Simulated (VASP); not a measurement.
Here is a VASP 6.6.1 calculation.

INCAR

```
ALGO = Normal
EDIFF = 1E-6
ENCUT = 520
GGA = CA
ISIF = 2
ISMEAR = 0
LASPH = True
LCHARG = False
LREAL = False
LWAVE = False
NBANDS = 16
NELM = 80
PREC = Accurate
SIGMA = 0.05
```

The input KPOINTS:

```
k-points
0
Gamma
  10 10 10
```

POSCAR

```
ZnSe
1.0
    0.0000000000      3.0784893942      2.4012217275
    3.0784893942      0.0000000000      2.4012217275
    3.0784893942      3.0784893942      0.0000000000
Zn Se
1 1
Direct
    0.0000000000      0.0000000000      0.0000000000
    0.7500000000      0.7500000000      0.7500000000
```

Potentials or basis: VASP PAW LDA potentials, release 64 (Zn, Se).

Command:

```bash
$ cat potpaw_LDA.64/Zn/POTCAR potpaw_LDA.64/Se/POTCAR > POTCAR
$ mpirun -np 1 vasp_std > vasp.out
```

Question: What does it give for the pressure?

Answer: -4.4 GPa.

Question: Predict the band gap on the k mesh.

Answer: 0.51 eV.

Stress tensor (GPa, compression positive):
```
-6.51  0.00  0.00
 0.00 -6.51  0.00
 0.00  0.00 -0.03
```

Caveat: the stress differs along the axes, from -7 to -0 GPa; semilocal functionals underestimate gaps, and a narrow one can read as zero.
